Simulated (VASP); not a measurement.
# TiTe2 (P-3m1) in VASP: further runs

TiTe2 is run at these levels: PBE+D3(BJ); tasks: relaxation of shape and atoms at fixed volume, relaxation of cell and atoms.

Everything below comes from runs of VASP 6.6.1. Logs are shortened: lines on timing, memory, paths and dates and some standing lists are left out, and cuts for length are marked.

### 1 The cell of the first run

It takes space group P-3m1 (No. 164, trigonal). The conventional cell has a = 3.784 Å, b = 3.784 Å, c = 6.642 Å, α = 90.00°, β = 90.00°, γ = 120.00°. Within 3.8 Å of Ti (site symmetry -3m) lie 6 Te at 2.79 Å and 6 Ti at 3.78 Å. Te (site symmetry 3m) has 3 Ti at 2.79 Å and 9 Te at 3.78 to 3.84 Å within 3.9 Å.

### 2 Relaxation of shape and atoms at fixed volume, PBE+D3(BJ) (27.45 Å³/atom)

The input, INCAR:

```
PREC = Accurate
ENCUT = 600
EDIFF = 1E-6
ISMEAR = 0
SIGMA = 0.1
LREAL = F
LASPH = T
NELM = 100
ALGO = Normal
ISIF = 4
LWAVE = F
LCHARG = F
GGA = PE
IVDW = 12
IBRION = 2
NSW = 50
EDIFFG = -0.01
```

The input, KPOINTS:

```
regular mesh
0
Gamma
  15 15 8
```

The input, POSCAR:

```
TiTe2
1.0
    3.7841279087      0.0000000000      0.0000000000
   -1.8920639543      3.2771509001      0.0000000000
    0.0000000000      0.0000000000      6.6415143760
Ti Te
1 2
Direct
    0.0000000000      0.0000000000      0.0000000000
    0.6666666667      0.3333333333      0.2624476419
    0.3333333333      0.6666666667      0.7375523581
```

Potentials or basis: VASP PAW PBE potentials, release 64 (Ti_sv, Te).

Command:

```bash
> cat potpaw_PBE.64/Ti_sv/POTCAR potpaw_PBE.64/Te/POTCAR > POTCAR
> mpirun -np 1 vasp_std > vasp.out
```

OUTCAR:

```text
PREC = Accurate
   ENCUT = 600
   EDIFF = 1E-6
   ISMEAR = 0
   LREAL = F
   LASPH = T
   NELM = 100
   ISIF = 4
   GGA = PE
   IVDW = 12
   IBRION = 2
   NSW = 50
   EDIFFG = -0.01
 IVDW          = 12

 ion  position               nearest neighbor table
   1  0.000  0.000  0.000-   2 2.79   3 2.79   3 2.79   2 2.79   2 2.79   3 2.79
   2  0.667  0.333  0.262-   1 2.79   1 2.79   1 2.79
   3  0.333  0.667  0.738-   1 2.79   1 2.79   1 2.79

  LATTYP: Found a hexagonal cell.
 ALAT       =     3.7841279087
 C/A-ratio  =     1.7550977494

  Lattice vectors:

 A1 = (   3.7841279087,   0.0000000000,   0.0000000000)
 A2 = (  -1.8920639543,   3.2771509001,   0.0000000000)
 A3 = (   0.0000000000,   0.0000000000,   6.6415143760)

Analysis of symmetry for initial positions (statically):
=====================================================================
 Subroutine PRICEL returns:
 Original cell was already a primitive cell.

 Routine SETGRP: Setting up the symmetry group for a
 hexagonal supercell.

 Subroutine GETGRP returns: Found 12 space group operations
 (whereof 12 operations were pure point group operations)
 out of a pool of 24 trial point group operations.

The static configuration has the point symmetry D_3d.

Analysis of symmetry for dynamics (positions and initial velocities):
=====================================================================
 Subroutine PRICEL returns:
 Original cell was already a primitive cell.

 Routine SETGRP: Setting up the symmetry group for a
 hexagonal supercell.

 Subroutine GETGRP returns: Found 12 space group operations
 (whereof 12 operations were pure point group operations)
 out of a pool of 24 trial point group operations.

The dynamic configuration has the point symmetry D_3d.

 Subroutine INISYM returns: Found 12 space group operations
 (whereof 12 operations are pure point group operations),
 and found     1 'primitive' translations

----------------------------------------------------------------------------------------

                                     Primitive cell

  volume of cell :      82.3625

  direct lattice vectors                    reciprocal lattice vectors
     3.784127909  0.000000000  0.000000000     0.264261680  0.152571552  0.000000000
    -1.892063954  3.277150900  0.000000000     0.000000000  0.305143105  0.000000000
     0.000000000  0.000000000  6.641514376     0.000000000  0.000000000  0.150568070

  length of vectors
     3.784127909  3.784127909  6.641514376     0.305143105  0.305143105  0.150568070

  position of ions in fractional coordinates (direct lattice)
     0.000000000  0.000000000  0.000000000
     0.666666667  0.333333333  0.262447642
     0.333333333  0.666666667  0.737552358
[... 66 lines left out ...]
   NGX,Y,Z   is equivalent  to a cutoff of  13.18, 13.18, 13.52 a.u.
   NGXF,Y,Z  is equivalent  to a cutoff of  26.36, 26.36, 27.03 a.u.
 SYSTEM =  unknown system
   PREC   = accura    normal or accurate (medium, high low for compatibility)
   ISTART =      0    job   : 0-new  1-cont  2-samecut
   ICHARG =      2    charge: 1-file 2-atom 10-const
   ISPIN  =      1    spin polarized calculation?
   LNONCOLLINEAR =      F non collinear calculations
   LSORBIT =      F    spin-orbit coupling
   LASPH  =      T    aspherical Exc in radial PAW
   ENCUT  =  600.0 eV  44.10 Ry    6.64 a.u.   7.56  7.56 13.26*2*pi/ulx,y,z
   NELM   =    100;   NELMIN=  2; NELMDL= -5     # of ELM steps
   EDIFF  = 0.1E-05   stopping-criterion for ELM
   LREAL  =      F    real-space projection
   EDIFFG = -.1E-01   stopping-criterion for IOM
   NSW    =     50    number of steps for IOM
   IBRION =      2    ionic relax: 0-MD 1-quasi-New 2-CG
   NFREE  =      1    steps in history (QN), initial steepest desc. (CG)
   ISIF   =      4    stress and relaxation
   ISYM   =      2    0-nonsym 1-usesym 2-fastsym
   POTIM  = 0.5000    time-step for ionic-motion
   TEBEG  =    0.0;   TEEND  =   0.0 temperature during run
   PSTRESS=    0.0 pullay stress
   NELECT =      24.0000    total number of electrons
   NUPDOWN=      -1.0000    fix difference up-down
   EMIN   =  10.00;   EMAX   =-10.00  energy-range for DOS
   EFERMI =   0.00;   METHOD = LEGACY
   ISMEAR =     0;   SIGMA  =   0.10  broadening in eV -4-tet -1-fermi 0-gaus
   EFERMI_NEDOS =   21; number of points for ismear=-14 and -15
   IALGO  =     38    algorithm
   IMIX   =      4    mixing-type and parameters
     AMIX     =   0.40;   BMIX     =  1.00
     AMIX_MAG =   1.60;   BMIX_MAG =  1.00
  volume/ion in A,a.u.               =      27.45       185.27
  Fermi-wavevector in a.u.,A,eV,Ry     =   1.085347  2.051009 16.027378  1.177979
  Thomas-Fermi vector in A             =   2.221459
   LORBIT       =      0    0 simple, 1 ext, 2 COOP (PROOUT), +10 PAW based schemes
   GGA     = PE    functional components
   LHFCALC =     F    Hartree Fock is set to
   AEXX    =    0.0000 exact exchange contribution
   IVDW    =    12    specifies the selected vdW correction
   LEPSILON=     F    determine dielectric tensor
   LRPA    =     F    only Hartree local field effects (RPA)
 conjugate gradient relaxation of ions
 non-spin polarized calculation
 Gauss-broadening in eV      SIGMA  =   0.10
  energy-cutoff  :      600.00
  volume of cell :       82.36
 maximum number of plane-waves:      2777
   NGX = 15   NGY = 15   NGZ = 27

--------------------------------------- Ionic step        1  -------------------------------------------

 number of electron      24.0000002 magnetization

 Free energy of the ion-electron system (eV)
  ---------------------------------------------------
  ext. energy  EPLUGINS =         0.00000000
  ---------------------------------------------------
  free energy    TOTEN  =       -16.21095934 eV

  energy without entropy =      -16.20343953  energy(sigma->0) =      -16.20719944

------------------------ aborting loop because EDIFF is reached ----------------------------------------

 Edisp (eV)   -1.43719

 E8    (eV) :    -0.6668
[... 196 lines left out ...]
--------------------------------------- Ionic step        6  -------------------------------------------

 number of electron      24.0000002 magnetization

 Free energy of the ion-electron system (eV)
  ---------------------------------------------------
  ext. energy  EPLUGINS =         0.00000000
  ---------------------------------------------------
  free energy    TOTEN  =       -16.21893681 eV

  energy without entropy =      -16.21147456  energy(sigma->0) =      -16.21520569

 E-fermi :   6.5348     XC(G=0):  -9.7172

 val. band max:        6.5336168623   @ k =   0.4000   0.0667   0.3750
 cond. band min:       6.5366777836   @ k =   0.0667  -0.0000   0.2500
 fundamental gap:      0.0030609213
 Fermi energy:         6.5348239749

 k-point     1 :       0.0000    0.0000    0.0000
  band No.  band energies     occupation
      1     -50.9791      2.00000
      2     -27.2343      2.00000
      3     -27.2343      2.00000
      4     -27.1942      2.00000
      5      -5.7855      2.00000
      6      -4.4762      2.00000
[... 433 lines left out ...]
      3     -27.2533      2.00000
      4     -27.1837      2.00000
      5      -3.9226      2.00000
      6      -3.8092      2.00000
[... 8 lines left out ...]
     15       7.9198      0.00000
     16       8.6782      0.00000

 [... further k-points ...]

------------------------ aborting loop because EDIFF is reached ----------------------------------------

 Edisp (eV)   -1.43684

 E8    (eV) :    -0.6666
[... 26 lines left out ...]
  FREE ENERGIE OF THE ION-ELECTRON SYSTEM (eV)
  ---------------------------------------------------
  free  energy   TOTEN  =       -17.6557777623 eV

  energy  without entropy=      -17.6483155103  energy(sigma->0) =      -17.65204664

 reached required accuracy - stopping structural energy minimisation
```

OSZICAR:

```text
N       E                     dE             d eps       ncg     rms          rms(c)
DAV:   1     0.187413533412E+03    0.18741E+03   -0.11840E+04  6144   0.155E+03
DAV:   2     0.691489917891E+00   -0.18672E+03   -0.18521E+03  6456   0.356E+02
DAV:   3    -0.180495588516E+02   -0.18741E+02   -0.18201E+02 10424   0.969E+01
DAV:   4    -0.185594876737E+02   -0.50993E+00   -0.50908E+00  7544   0.167E+01
[... 46 lines left out ...]
DAV:   3    -0.162208787382E+02    0.39791E-02   -0.58535E-02  8464   0.154E+00    0.300E-01
DAV:   4    -0.162190333033E+02    0.18454E-02   -0.11277E-02  7760   0.656E-01    0.143E-01
DAV:   5    -0.162189363116E+02    0.96992E-04   -0.78695E-04  7504   0.202E-01    0.317E-02
DAV:   6    -0.162189367886E+02   -0.47695E-06   -0.24486E-05  7832   0.408E-02    0.123E-02
DAV:   7    -0.162189368124E+02   -0.23817E-07   -0.62857E-06  7448   0.187E-02
   6 F= -.17655778E+02 E0= -.17652047E+02  d E =-.197606E-02
```

CONTCAR:

```text
TiTe2
   1.00000000000000
     3.7639425924024401   -0.0000000000093369   -0.0000000000000000
    -1.8819712961595729    3.2596699034088337    0.0000000000000000
     0.0000000000000000   -0.0000000000000000    6.7129397695701787
  Ti              Te
     1     2
Direct
     1.0000000000000000    0.0000000000000000    1.0000000000000000
     0.6666666667000030    0.3333333332999970    0.2573533071630317
     0.3333333332999970    0.6666666667000030    0.7426466928369683

  0.00000000E+00  0.00000000E+00  0.00000000E+00
  0.00000000E+00  0.00000000E+00  0.00000000E+00
  0.00000000E+00  0.00000000E+00  0.00000000E+00
```

It took 7.7 min on 1 thread of Intel Xeon 6975P-C (Granite Rapids), shared host; peak memory 0.48 GiB.

Results:

| Property | Result |
| --- | --- |
| Free energy | -17.6558 eV |
| Energy gained by relaxing | 2.5 meV/atom |
| Ionic steps | 6 |
| Pressure after relaxing | -2.4 GPa |
| Band gap on the k mesh | zero (bands 12 and 13 overlap by 0.66 eV) |
| Dispersion energy per atom | -0.479 eV |

Step by step:
```
step  energy change (eV)  largest force (eV/Å)  pressure (GPa)  volume (Å³)
   1              0.0000                0.2292           -3.49        82.36
   2             -0.0040                0.1289           -3.13        82.36
   3             -0.0056                0.0181           -2.73        82.36
   4             -0.0057                0.0079           -2.67        82.36
   5             -0.0067                0.0041           -2.59        82.36
   6             -0.0076                0.0017           -2.43        82.36
```

Final structure:
```xyz
3
Lattice="3.7639 0.0000 0.0000 -1.8820 3.2597 0.0000 0.0000 0.0000 6.7129" Properties=species:S:1:pos:R:3 pbc="T T T"
Ti    3.7639    0.0000    6.7129
Te    1.8820    1.0866    1.7276
Te    0.0000    2.1731    4.9853
```

Levels at points of the mesh, in eV from the Fermi level:
| k point | band 9 | band 10 | band 11 | band 12 | band 13 | band 14 | band 15 | band 16 |
| --- | --- | --- | --- | --- | --- | --- | --- | --- |
| (0.00, 0.00, 0.00) | -1.61 | 0.22 | 0.29 | 0.38 | 0.38 | 1.09 | 1.09 | 3.11 |
| (0.00, 0.00, 0.50) | -1.56 | -1.56 | 0.38 | 0.38 | 0.86 | 0.86 | 0.92 | 3.42 |

Caveat: spin-orbit coupling is left out, which moves the levels of the heavy elements.

(Continued in part 2 of 2.)
